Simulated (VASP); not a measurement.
## InSb3: single point with PBEsol

The system is InSb3.

```
In Sb
1.0
     4.68118   -0.16550   -0.16550
    -0.16550    4.68118   -0.16550
    -0.16550   -0.16550    4.68118
In Sb
1 3
Direct
  0.00000 0.00000 0.00000
  0.50000 0.00000 0.50000
  0.00000 0.50000 0.50000
  0.50000 0.50000 0.00000
```

```yaml
Program: VASP 6.6.1
Task: single point
Functional: PBEsol
Potentials_or_basis: VASP PAW PBE potentials, release 64 (In_d, Sb)
Cutoff: 520 eV
k_mesh: 8 × 8 × 8
Occupations: gaussian, width 0.15 eV
Spin: no spin polarisation
Dipole_correction: no
Further_INCAR_settings: ALGO = Normal; EDIFF = 1e-06; NBANDS = 22
```

The pressure is 2.6 GPa. The band gap on the k mesh is zero (bands 14 and 15 overlap by 4.35 eV).

Stress tensor (GPa, compression positive):
```
2.64 1.02 1.02
1.02 2.64 1.02
1.02 1.02 2.64
```

Levels at points of the mesh, in eV from the Fermi level:
| k point | band 11 | band 12 | band 13 | band 14 | band 15 | band 16 | band 17 | band 18 |
| --- | --- | --- | --- | --- | --- | --- | --- | --- |
| (0.00, 0.00, 0.00) | -4.49 | -3.58 | -0.38 | 0.40 | 0.40 | 2.13 | 2.13 | 2.82 |
| (0.50, 0.00, 0.00) | -2.56 | -2.48 | -1.96 | -1.17 | -0.93 | 1.59 | 2.39 | 2.67 |
| (0.50, 0.50, 0.00) | -2.07 | -1.61 | -1.43 | -1.20 | -1.18 | 0.27 | 1.23 | 3.21 |
| (0.50, 0.50, 0.50) | -5.56 | -5.14 | -4.83 | 3.16 | 3.16 | 4.16 | 4.60 | 4.60 |

It took 2.2 min on 1 thread of Intel Xeon 8259CL, on a shared host, peak memory 0.29 GiB.

Caveat: the PAW data sets were made with another functional, which shifts forces and pressure a little; spin-orbit coupling is left out, which moves the levels of the heavy elements.
